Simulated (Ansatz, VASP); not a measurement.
Be: VASP beside Ansatz

```
Be
1.0
    -1.22806    1.25312    1.25312
     1.25312   -1.22806    1.25312
     1.25312    1.25312   -1.22806
Be
1
Direct
  0.00000 0.00000 0.00000
```

Change from the starting cell: equal xy, yz and zx shear strains of +2 %.

Alike in both runs: task single point; functional PBE; k mesh 23 × 23 × 23; occupations fermi-dirac, width 0.03 eV; no spin polarisation.

```csv
,VASP,Ansatz
version,VASP 6.6.1,Ansatz 0.2.0
potentials or method,"VASP PAW PBE potentials, release 64 (Be), cutoff 520 eV","all-electron LAPW, scalar-relativistic"
```

```tsv
	VASP	Ansatz	Ansatz less VASP
pressure (GPa)	-0.5	-0.7	-0.18
traceless stress, the component that is largest in VASP (GPa)	-3.83	-3.82	+0.004
```

Ansatz ran all-electron here, and VASP with PAW potentials.
